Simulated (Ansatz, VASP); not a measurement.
# Al4B3Sb in VASP and in Ansatz

```xyz
8
Lattice="3.5110 0.0000 0.0000 -1.7555 3.0406 0.0000 0.0000 0.0000 10.4867" Properties=species:S:1:pos:R:3 pbc="T T T"
Al    0.0000    2.0270    8.2854
Al    0.0000    2.0270    4.1281
Al    1.7555    1.0135    2.2013
Al    1.7555    1.0135    6.3586
B     0.0000    0.0000    5.2434
B     0.0000    0.0000    3.4113
B     0.0000    0.0000    7.0755
Sb    0.0000    0.0000    0.0000
```

Alike in both runs: functional PBE; k mesh 12 × 12 × 4; occupations gaussian, width 0.1 eV; no spin polarisation.

Ansatz relaxed the structure, and its values are those at the end. VASP's run is a single point on that final structure, the one shown.

|  | VASP | Ansatz |
| --- | --- | --- |
| version | VASP 6.6.1 | Ansatz 0.2.0 |
| potentials or method | VASP PAW PBE potentials, release 64 (Al, B, Sb), cutoff 520 eV | scalar-relativistic, plane waves, PAW |
| valence electrons in the cell | 26 | 36 |

```tsv
	VASP	Ansatz	Ansatz less VASP
gap on the k mesh at the Fermi level (eV)	none	none	-
pressure (GPa)	0.0	0.0	+0.02
rms of the force components (eV/Å)	0.003	0.000	-0.0033
```

A gap of «none» marks a metal or a gap that the smearing closes. With one functional, cell and mesh, what is left measures potentials, basis and numerics. VASP's potentials hold 26 valence electrons a cell and Ansatz's 36, so a difference there can come from the potentials and not from the codes.

Spin-orbit coupling is off throughout.
